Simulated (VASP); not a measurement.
Input of a VASP 6.6.1 run:

The input INCAR:

```
SYSTEM = Sr2HIrO6
PREC = Accurate ; ENCUT = 600
EDIFF = 1E-6 ; ISMEAR = -1
SIGMA = 0.1 ; LREAL = .False.
LASPH = .True. ; NELM = 120
ALGO = Normal ; ISIF = 2
LWAVE = .False. ; LCHARG = .False.
GGA = PE ; NBANDS = 44
GGA_COMPAT = .False.
```

Contents of KPOINTS:

```
Automatic mesh
0
Gamma
  4 4 4
  0 0.5 0.5
```

Contents of POSCAR:

```
Sr2HIrO6
1.0
   -0.0000290000      3.8518840000      3.8451700000
    3.8724540000      0.0053950000      3.8397450000
    3.8874440000      3.8614490000     -0.0095940000
H O Ir Sr
1 6 1 2
Direct
    0.0260270000      0.9692170000      0.9624750000
    0.7529650000      0.2386520000      0.2743120000
    0.2097410000      0.7476670000      0.2702200000
    0.2384460000      0.7410470000      0.7378220000
    0.6867360000      0.3035550000      0.7635920000
    0.2533860000      0.2358570000      0.7191460000
    0.7323520000      0.7199740000      0.2709440000
    0.4995580000      0.5030610000      0.5043880000
    0.2508750000      0.2654700000      0.2463300000
    0.7841930000      0.7264980000      0.7599940000
```

Potentials or basis: VASP PAW PBE potentials, release 64 (H, O, Ir, Sr_sv).

Run with:

```bash
$ cat potpaw_PBE.64/H/POTCAR potpaw_PBE.64/O/POTCAR potpaw_PBE.64/Ir/POTCAR potpaw_PBE.64/Sr_sv/POTCAR > POTCAR
$ mpirun -np 1 vasp_std > vasp.out
```

(1) Predict the largest force.

(2) Estimate the pressure.

## Answers

(1) 8.829 eV/Å.

(2) 14.6 GPa.

Caveat: the cell stands under pressure; forces of over 1 eV/Å act on the atoms, so gaps and moduli don't describe the material at rest.
